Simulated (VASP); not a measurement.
Wanted: the native input for a VASP 6.6.1 run.

```yaml
Task: single point
Functional: PBE
Potentials_or_basis: VASP PAW PBE potentials, release 64 (Ta_pv, Pb_d, O)
Cutoff: 520 eV
k_mesh: 4 × 4 × 4
Occupations: gaussian, width 0.1 eV
Spin: no spin polarisation
Dipole_correction: no
Further_INCAR_settings: ALGO = Normal; EDIFF = 1e-07; NBANDS = 34
```

The structure of Ta3PbO lies in POSCAR:

```
Ta3PbO
1.0
    4.5799453600      0.0000000000      0.0000000000
    0.0000000000      4.5799453600      0.0000000000
    0.0000000000      0.0000000000      4.5799453600
Ta Pb O
3 1 1
Direct
    0.5000000000      0.0000000000      0.0000000000
    0.0000000000      0.5000000000      0.0000000000
    0.0000000000      0.0000000000      0.5000000000
    0.5000000000      0.5000000000      0.5000000000
    0.0000000000      0.0000000000      0.0000000000
```

One way to write it, as run:

INCAR

```
SYSTEM = Ta3PbO
PREC = Accurate ; ENCUT = 520
EDIFF = 1E-7 ; ISMEAR = 0
SIGMA = 0.1 ; LREAL = .FALSE.
LASPH = .TRUE. ; NELM = 80
ALGO = Normal ; ISIF = 2
LWAVE = .FALSE. ; LCHARG = .FALSE.
GGA = PE ; NBANDS = 34
```

KPOINTS

```
Automatic mesh
0
G
  4 4 4
  0 0 0
```

Potentials or basis: VASP PAW PBE potentials, release 64 (Ta_pv, Pb_d, O).

The run is started by

```bash
$ cat potpaw_PBE.64/Ta_pv/POTCAR potpaw_PBE.64/Pb_d/POTCAR potpaw_PBE.64/O/POTCAR > POTCAR
$ mpirun -np 1 vasp_std > vasp.out
```

It gave:

```
Pressure : -19.9 GPa
```

Caveat: an odd number of electrons without spin polarisation forces a metal; a magnetic or distorted state may lie lower.

Wall time 19 s on 1 thread of Intel(R) Xeon(R) 6975P-C (Granite Rapids) (shared host), peak memory 0.21 GiB.
